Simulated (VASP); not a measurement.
# FeO2: single point with PBEsol

The system is FeO2.

```
CELL_PARAMETERS angstrom
1.49585 0.86363 4.92114
-1.49585 0.86363 4.92114
0.00000 -1.72726 4.92114
ATOMIC_POSITIONS crystal
Fe 0.50000 0.50000 0.50000
O 0.76792 0.76792 0.76792
O 0.23208 0.23208 0.23208
```

* Program: VASP 6.6.1
* Task: single point
* Functional: PBEsol
* Potentials or basis: VASP PAW PBE potentials, release 64 (Fe, O)
* Cutoff: 520 eV
* k mesh: 5 × 5 × 5, shifted
* Occupations: fermi-dirac, width 0.02 eV
* Spin: collinear spin, ferromagnetic start
* Starting moments: [4.5, 0.0, 0.0] μB

```yaml
Pressure: -23.8 GPa
Largest_force: 1.447 eV/Å
Band_gap_on_the_k_mesh: zero (filled and empty bands overlap)
Net_moment: 2.00 μB per cell
Site_moments: Fe +1.91; O +0.03 μB
Valence_electrons_inside_the_program's_atomic_spheres: Fe 7.01; O 4.86
```

Forces in eV/Å, atoms in the order of the input:
```
Fe   0.000  0.000  0.000
O    0.000  0.000  1.447
O    0.000  0.000 -1.447
```

Stress tensor (GPa, compression positive):
```
-29.60   0.00   0.00
  0.00 -29.60   0.00
  0.00   0.00 -12.11
```

Levels at points of the mesh, in eV from the Fermi level:
Spin up:
| k point | band 8 | band 9 | band 10 | band 11 | band 12 | band 13 | band 14 | band 15 |
| --- | --- | --- | --- | --- | --- | --- | --- | --- |
| (0.50, 0.50, 0.50) | -2.25 | -1.68 | -1.68 | -0.71 | 1.57 | 1.57 | 7.62 | 7.98 |
Spin down:
| k point | band 6 | band 7 | band 8 | band 9 | band 10 | band 11 | band 12 | band 13 |
| --- | --- | --- | --- | --- | --- | --- | --- | --- |
| (0.50, 0.50, 0.50) | -2.14 | -1.65 | -1.65 | -0.50 | -0.50 | 0.90 | 2.50 | 2.50 |

Wall time 88 s on 1 thread of Intel Xeon 6975P-C (shared host), peak memory 0.29 GiB.

Caveat: the k points lie up to 0.49 Å⁻¹ apart; the PAW data sets were made with another functional, which shifts forces and pressure a little; a cell with one magnetic atom can't hold antiferromagnetic order, which such compounds often take; semilocal functionals often make such compounds metallic where correlation or magnetic order opens a gap, which also shifts bond lengths. With open d or f shells a metallic result of PBEsol can be an artefact of self-interaction; +U or a hybrid may open a gap.
